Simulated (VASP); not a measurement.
# Co (Fd-3m) in VASP: further runs

Co is run at these levels: LDA; tasks: single point.

Everything below comes from runs of VASP 6.6.1. Logs are shortened: lines on timing, memory, paths and dates and some standing lists are left out, and cuts for length are marked.

### 1 The cell of the first run

It takes space group Fd-3m (No. 227, cubic). The conventional cell has a = 4.712 Å, b = 4.712 Å, c = 4.712 Å, α = 90.00°, β = 90.00°, γ = 90.00°. Co (site symmetry -43m) has 4 Co at 2.04 Å within 2.7 Å.

### 2 Single point, LDA, collinear spin, ferromagnetic start (volume scaled by 0.95)

File INCAR:

```
SYSTEM = Co
ALGO     = Normal         ! electronic algorithm
EDIFF    = 1E-6           ! SCF threshold, eV
ENCUT    = 520            ! plane-wave cutoff, eV
GGA      = CA             ! functional
ISIF     = 2              ! what is computed and relaxed
ISMEAR   = -1             ! smearing method
ISPIN    = 2              ! spin polarisation
LASPH    = .TRUE.         ! aspherical terms in the spheres
LCHARG   = .FALSE.        ! write CHGCAR
LMAXMIX  = 4              ! l up to which the mixer works
LORBIT   = 11             ! projections on sites
LREAL    = .FALSE.        ! projectors in reciprocal space
LWAVE    = .FALSE.        ! write WAVECAR
MAGMOM   = 1.7 1.7        ! initial moments
NBANDS   = 20             ! bands
NELM     = 150            ! most SCF steps
PREC     = Accurate       ! precision mode
SIGMA    = 0.1            ! smearing width, eV
```

File KPOINTS:

```
k-points
0
G
  16 16 16
  0 0 0
```

File POSCAR:

```
Co
1.0
    0.0000000000      2.3561468458      2.3561468458
    2.3561468458      0.0000000000      2.3561468458
    2.3561468458      2.3561468458      0.0000000000
Co
2
Direct
   -0.1250000000     -0.1250000000     -0.1250000000
    0.1250000000      0.1250000000      0.1250000000
```

Potentials or basis: VASP PAW LDA potentials, release 64 (Co).

Launch:

```sh
> cat potpaw_LDA.64/Co/POTCAR > POTCAR
> mpirun -np 1 vasp_std > vasp.out
```

OUTCAR:

```text
SYSTEM = Co
   EDIFF = 1E-6
   ENCUT = 520
   GGA = CA
   ISIF = 2
   ISMEAR = -1
   ISPIN = 2
   LASPH = .TRUE.
   LORBIT = 11
   LREAL = .FALSE.
   NELM = 150
   PREC = Accurate

 ion  position               nearest neighbor table
   1  0.875  0.875  0.875-   2 2.04   2 2.04   2 2.04   2 2.04
   2  0.125  0.125  0.125-   1 2.04   1 2.04   1 2.04   1 2.04

  LATTYP: Found a face centered cubic cell.
 ALAT       =     4.7122936916

  Lattice vectors:

 A1 = (   0.0000000000,   2.3561468458,   2.3561468458)
 A2 = (   2.3561468458,   0.0000000000,   2.3561468458)
 A3 = (   2.3561468458,   2.3561468458,   0.0000000000)

Analysis of symmetry for initial positions (statically):
=====================================================================
 Subroutine PRICEL returns:
 Original cell was already a primitive cell.

 Routine SETGRP: Setting up the symmetry group for a
 face centered cubic supercell.

 Subroutine GETGRP returns: Found 48 space group operations
 (whereof 12 operations were pure point group operations)
 out of a pool of 48 trial point group operations.

The static configuration has the point symmetry D_3d.
 The point group associated with its full space group is O_h .

Analysis of symmetry for dynamics (positions and initial velocities):
=====================================================================
 Subroutine PRICEL returns:
 Original cell was already a primitive cell.

 Routine SETGRP: Setting up the symmetry group for a
 face centered cubic supercell.

 Subroutine GETGRP returns: Found 48 space group operations
 (whereof 12 operations were pure point group operations)
 out of a pool of 48 trial point group operations.

The dynamic configuration has the point symmetry D_3d.
 The point group associated with its full space group is O_h .

Analysis of structural, dynamic, and magnetic symmetry:
=====================================================================
 Subroutine PRICEL returns:
 Original cell was already a primitive cell.

 Routine SETGRP: Setting up the symmetry group for a
 face centered cubic supercell.

 Subroutine GETGRP returns: Found 48 space group operations
 (whereof 12 operations were pure point group operations)
 out of a pool of 48 trial point group operations.

The overall configuration has the point symmetry D_3d.
 The point group associated with its full space group is O_h .

 Subroutine INISYM returns: Found 48 space group operations
 (whereof 12 operations are pure point group operations),
 and found     1 'primitive' translations

[... 113 lines left out ...]
     AMIX     =   0.40;   BMIX     =  1.00
     AMIX_MAG =   1.60;   BMIX_MAG =  1.00
  volume/ion in A,a.u.               =      13.08        88.27
  Fermi-wavevector in a.u.,A,eV,Ry     =   1.445284  2.731191 28.420489  2.088847
  Thomas-Fermi vector in A             =   2.563484
   LORBIT       =     11    0 simple, 1 ext, 2 COOP (PROOUT), +10 PAW based schemes
   GGA     = CA    functional components
   LHFCALC =     F    Hartree Fock is set to
   AEXX    =    0.0000 exact exchange contribution
   IVDW    =     0    specifies the selected vdW correction
   LEPSILON=     F    determine dielectric tensor
   LRPA    =     F    only Hartree local field effects (RPA)
 spin polarized calculation
  energy-cutoff  :      520.00
  volume of cell :       26.16
 maximum number of plane-waves:       725
 NGX is ok and might be reduce to    28
   NGX = 13   NGY = 13   NGZ = 13

 number of electron      17.9999999 magnetization       0.0016557

 number of electron      17.9999999 magnetization      -0.0001322

 Free energy of the ion-electron system (eV)
  ---------------------------------------------------
  ext. energy  EPLUGINS =         0.00000000
  ---------------------------------------------------
  free energy    TOTEN  =       -13.61036635 eV

  energy without entropy =      -13.49232603  energy(sigma->0) =      -13.55134619

 E-fermi :   7.6080     XC(G=0): -12.3607

 val. band max:        7.6049247801   @ k =   0.4375   0.1250   0.0625
 cond. band min:       7.6091676234   @ k =  -0.3750   0.1250   0.0000
 fundamental gap:      0.0042428433
 Fermi energy:         7.6080461369

 spin component 1

 k-point     1 :       0.0000    0.0000    0.0000
  band No.  band energies     occupation
      1       0.0363      1.00000
      2       3.9923      1.00000
      3       3.9923      1.00000
      4       4.2595      1.00000
      5       4.2595      1.00000
      6       4.2595      1.00000
[... 541 lines left out ...]
     19      25.4092      0.00000
     20      26.7911      0.00000

 [... further k-points ...]

 spin component 2

 k-point     1 :       0.0000    0.0000    0.0000
  band No.  band energies     occupation
      1       0.0363      1.00000
      2       3.9923      1.00000
      3       3.9923      1.00000
      4       4.2595      1.00000
      5       4.2595      1.00000
      6       4.2595      1.00000
[... 541 lines left out ...]
     19      25.4092      0.00000
     20      26.7911      0.00000

 [... further k-points ...]
[... 5 lines left out ...]
  --------------------------------------------------------------------------------------
  -------------------------------------------------------------------------------------
  Total        1.1537872      1.1537872      1.1537872      0.0000000      0.0000000     -0.0000000
  in kB       70.6641689     70.6641689     70.6641689      0.0000000      0.0000000     -0.0000000
  external PRESSURE =      70.6641689 kB  Pullay stress =       0.0000000 kB

 VOLUME and BASIS-vectors are now :
 -----------------------------------------------------------------------------
  energy-cutoff  :      520.00
  volume of cell :       26.16
      direct lattice vectors                 reciprocal lattice vectors
     0.000000000  2.356146846  2.356146846    -0.212210882  0.212210882  0.212210882
     2.356146846  0.000000000  2.356146846     0.212210882 -0.212210882  0.212210882
     2.356146846  2.356146846  0.000000000     0.212210882  0.212210882 -0.212210882

 POSITION                                       TOTAL-FORCE (eV/Angst)
 -----------------------------------------------------------------------------------
      4.12326      4.12326      4.12326         0.000000      0.000000      0.000000
      0.58904      0.58904      0.58904        -0.000000     -0.000000     -0.000000
 -----------------------------------------------------------------------------------
    total drift:                                0.000000      0.000000     -0.000000

  FREE ENERGIE OF THE ION-ELECTRON SYSTEM (eV)
  ---------------------------------------------------
  free  energy   TOTEN  =       -13.6103663548 eV

  energy  without entropy=      -13.4923260339  energy(sigma->0) =      -13.55134619

 total charge

# of ion       s       p       d       tot
------------------------------------------
    1        0.604   0.493   7.465   8.562
    2        0.604   0.493   7.465   8.562
--------------------------------------------------
tot          1.207   0.986  14.930  17.123

 magnetization (x)

# of ion       s       p       d       tot
------------------------------------------
    1        0.000   0.000  -0.000  -0.000
    2        0.000   0.000  -0.000  -0.000
--------------------------------------------------
tot          0.000   0.000  -0.000  -0.000
```

OSZICAR:

```text
N       E                     dE             d eps       ncg     rms          rms(c)
DAV:   1     0.927589942131E+02    0.92759E+02   -0.78059E+03 11864   0.115E+03
DAV:   2    -0.953069277215E+01   -0.10229E+03   -0.91317E+02 11696   0.215E+02
DAV:   3    -0.146924012443E+02   -0.51617E+01   -0.49533E+01 13112   0.600E+01
DAV:   4    -0.147720801838E+02   -0.79679E-01   -0.79617E-01 13868   0.676E+00
DAV:   5    -0.147746496737E+02   -0.25695E-02   -0.25693E-02 14104   0.117E+00    0.139E+01
DAV:   6    -0.140505637683E+02    0.72409E+00   -0.68375E+00 13640   0.479E+01    0.547E+00
DAV:   7    -0.136285376551E+02    0.42203E+00   -0.14757E+00 14060   0.204E+01    0.310E+00
DAV:   8    -0.136104176515E+02    0.18120E-01   -0.29154E-02 16728   0.205E+00    0.125E+00
DAV:   9    -0.136077737998E+02    0.26439E-02   -0.49499E-03 16036   0.807E-01    0.641E-01
DAV:  10    -0.136091356339E+02   -0.13618E-02   -0.15820E-03 16076   0.554E-01    0.275E-01
DAV:  11    -0.136098913033E+02   -0.75567E-03   -0.41022E-04 14492   0.321E-01    0.173E-01
DAV:  12    -0.136103652635E+02   -0.47396E-03   -0.71247E-04 15664   0.432E-01    0.653E-02
DAV:  13    -0.136103454415E+02    0.19822E-04   -0.51846E-05 15228   0.930E-02    0.450E-02
DAV:  14    -0.136103633895E+02   -0.17948E-04   -0.19002E-05 14356   0.729E-02    0.157E-02
DAV:  15    -0.136103662693E+02   -0.28797E-05   -0.49941E-06 13920   0.305E-02    0.231E-03
DAV:  16    -0.136103663548E+02   -0.85480E-07   -0.34782E-07  6332   0.643E-03
   1 F= -.13610366E+02 E0= -.13551346E+02  d E =-.118040E+00  mag=    -0.0005
```

stdout:

```text
POSCAR found type information on POSCAR Co
 POSCAR found :  1 types and       2 ions
 scaLAPACK will be used
 LDA part: xc-table for (Slater(with rela. corr.)+CA(PZ))
 , standard interpolation
 POSCAR, INCAR and KPOINTS ok, starting setup
 FFT: planning ... GRIDC
 FFT: planning ... GRID_SOFT
 FFT: planning ... GRID
 WAVECAR not read
 entering main loop
```

Wall time 3.3 min (1 thread of Intel Xeon Platinum 8375C at 2.90GHz (Ice Lake), shared host); peak memory 0.22 GiB.

What came out:

| Property | Result |
| --- | --- |
| Free energy | -13.6104 eV |
| Pressure | 7.1 GPa |
| Band gap on the k mesh | zero (filled and empty bands overlap) |
| Net moment | 0.00 μB per cell |
| Valence electrons inside the program's atomic spheres | Co 8.56 |

Levels at points of the mesh, in eV from the Fermi level:
Spin up:
| k point | band 7 | band 8 | band 9 | band 10 | band 11 | band 12 |
| --- | --- | --- | --- | --- | --- | --- |
| (0.00, 0.00, 0.00) | -1.26 | -1.26 | -1.26 | 0.38 | 0.38 | 14.60 |
| (0.50, 0.00, 0.00) | -1.70 | -0.67 | -0.67 | 0.11 | 0.11 | 1.76 |
| (0.50, 0.50, 0.00) | -1.59 | -1.59 | 0.31 | 0.31 | 2.13 | 2.13 |
Spin down:
```
           k point  band 5  band 6  band 7  band 8  band 9  band 10  band 11  band 12  band 13  band 14
(0.00, 0.00, 0.00)   -3.35   -3.35   -1.26   -1.26   -1.26     0.38     0.38    14.60    14.60    14.60
(0.50, 0.00, 0.00)   -3.38   -3.38   -1.70   -0.67   -0.67     0.11     0.11     1.76    10.75    10.75
(0.50, 0.50, 0.00)   -2.17   -2.17   -1.59   -1.59    0.31     0.31     2.13     2.13     5.25     5.25
```

Caveat: the starting moments collapsed, and a magnetic state may lie lower.

### 3 Single point, LDA, collinear spin, ferromagnetic start (volume scaled by 0.95)

File INCAR:

```
PREC = Accurate ; ENCUT = 520
EDIFF = 1E-7 ; ISMEAR = -1
SIGMA = 0.1 ; LREAL = False
LASPH = True ; NELM = 150
ALGO = Normal ; ISIF = 2
LWAVE = False ; LCHARG = False
ISPIN = 2 ; MAGMOM = 1.7 1.7
LORBIT = 11 ; LMAXMIX = 4
GGA = CA ; NBANDS = 20
```

File KPOINTS:

```
regular mesh
0
Gamma
  16 16 16
```

POSCAR is that of step 2.

Potentials or basis: VASP PAW LDA potentials, release 64 (Co).

Launch:

```sh
> cat potpaw_LDA.64/Co/POTCAR > POTCAR
> mpirun -np 1 vasp_std > vasp.out
```

It took 3.3 min on 1 thread of Intel Xeon Platinum 8375C at 2.90GHz (Ice Lake), shared host; peak memory 0.22 GiB.

It converged, with:

* Free energy: -13.6104 eV
* Pressure: 7.1 GPa
* Band gap on the k mesh: zero (filled and empty bands overlap)
* Net moment: 0.00 μB per cell
* Valence electrons inside the program's atomic spheres: Co 8.56

Levels at points of the mesh, in eV from the Fermi level:
Spin up:
```
           k point  band 5  band 6  band 7  band 8  band 9  band 10  band 11  band 12  band 13  band 14
(0.00, 0.00, 0.00)   -3.35   -3.35   -1.26   -1.26   -1.26     0.38     0.38    14.60    14.60    14.60
(0.50, 0.00, 0.00)   -3.38   -3.38   -1.70   -0.67   -0.67     0.11     0.11     1.76    10.75    10.75
(0.50, 0.50, 0.00)   -2.17   -2.17   -1.59   -1.59    0.31     0.31     2.13     2.13     5.25     5.25
```
Spin down:
```csv
k point,band 7,band 8,band 9,band 10,band 11,band 12
"(0.00, 0.00, 0.00)",-1.26,-1.26,-1.26,0.38,0.38,14.60
"(0.50, 0.00, 0.00)",-1.70,-0.67,-0.67,0.11,0.11,1.76
"(0.50, 0.50, 0.00)",-1.59,-1.59,0.31,0.31,2.13,2.13
```

Caveat: the starting moments collapsed, and a magnetic state may lie lower.

### 4 Single point, LDA, collinear spin, ferromagnetic start (volume scaled by 0.4)

File INCAR:

```
  PREC = Accurate
  ENCUT = 520
  EDIFF = 1E-6
  ISMEAR = -1
  SIGMA = 0.1
  LREAL = False
  LASPH = True
  NELM = 150
  ALGO = Normal
  ISIF = 2
  LWAVE = False
  LCHARG = False
  ISPIN = 2
  MAGMOM = 1.7 1.7
  LORBIT = 11
  LMAXMIX = 4
  NBANDS = 20
```

File KPOINTS:

```
Automatic mesh
0
Gamma
  16 16 16
```

File POSCAR:

```
Co
1.0
    0.0000000000      1.7659611678      1.7659611678
    1.7659611678      0.0000000000      1.7659611678
    1.7659611678      1.7659611678      0.0000000000
Co
2
Direct
   -0.1250000000     -0.1250000000     -0.1250000000
    0.1250000000      0.1250000000      0.1250000000
```

Launch:

```sh
> cat potpaw_LDA.64/Co/POTCAR > POTCAR
> mpirun -np 1 vasp_std > vasp.out
```

It took 42 s on 1 thread of Intel Xeon Platinum 8559C (Emerald Rapids), shared host; peak memory 0.16 GiB.

The run converged, but its numbers aren't listed here, since they failed a check.

Caveat: the starting moments collapsed, and a magnetic state may lie lower.
